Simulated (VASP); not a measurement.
Crystal: B5N.

```
B N
1.0
     2.21540    0.00000    0.00000
    -1.10770    1.91859    0.00000
     0.00000    0.00000   10.76846
B N
5 1
Direct
  0.66667 0.33333 0.83533
  0.00000 0.00000 0.66764
  0.66667 0.33333 0.50000
  0.00000 0.00000 0.33236
  0.66667 0.33333 0.16467
  0.00000 0.00000 0.00000
```

- Program: VASP 6.6.1
- Task: relaxation of cell and atoms
- Functional: PBE
- Potentials or basis: VASP PAW PBE potentials, release 64 (B, N)
- Cutoff: 600 eV
- k mesh: 12 × 12 × 2
- Occupations: gaussian, width 0.1 eV
- Spin: no spin polarisation

At the start: pressure -31.8 GPa; volume 7.63 Å³/atom.

Where does the relaxation end?

Over 44 steps the energy falls by 644.7 meV/atom and the volume is 7.58 Å³/atom (-0.7 %); space group P-6m2 (No. 187, to 0.05 Å).

Step by step:
```csv
step,energy change (eV),largest force (eV/Å),pressure (GPa),volume (Å³)
1,0.0000,0.3852,-31.80,45.77
3,-1.0099,0.3901,0.59,37.30
5,-1.0263,0.2709,-0.20,37.46
7,-1.0560,0.5122,3.82,37.44
9,-1.0671,0.6046,4.04,37.48
11,-1.0894,0.8654,4.11,37.58
13,-1.2076,0.9691,1.87,37.93
15,-1.6983,0.3872,-3.30,39.21
17,-2.9679,0.3279,5.63,42.41
19,-3.0110,0.5507,8.89,42.66
21,-3.2210,0.6268,17.50,42.96
23,-3.4805,0.4567,-0.59,47.91
25,-3.4944,0.4504,-0.13,47.71
27,-3.5980,0.3343,-0.42,47.20
29,-3.7312,0.4660,3.57,45.16
31,-3.7875,0.3186,-1.83,46.78
33,-3.8066,0.1915,-0.65,47.01
35,-3.8184,0.1912,-0.28,46.70
37,-3.8392,0.1553,3.18,45.32
39,-3.8517,0.1524,-0.90,45.71
41,-3.8647,0.0498,-1.62,45.68
43,-3.8679,0.0425,0.24,45.42
44,-3.8681,0.0390,0.17,45.45
```

Final structure:
```
B N
1.0
     1.74732    0.00000    0.00000
    -0.87366    1.51322    0.00000
     0.00000    0.00000   17.19047
B N
5 1
Direct
  0.66667 0.33333 0.84185
  0.00000 0.00000 0.66583
  0.66667 0.33333 0.50000
  0.00000 0.00000 0.33417
  0.66667 0.33333 0.15815
  0.00000 0.00000 0.00000
```
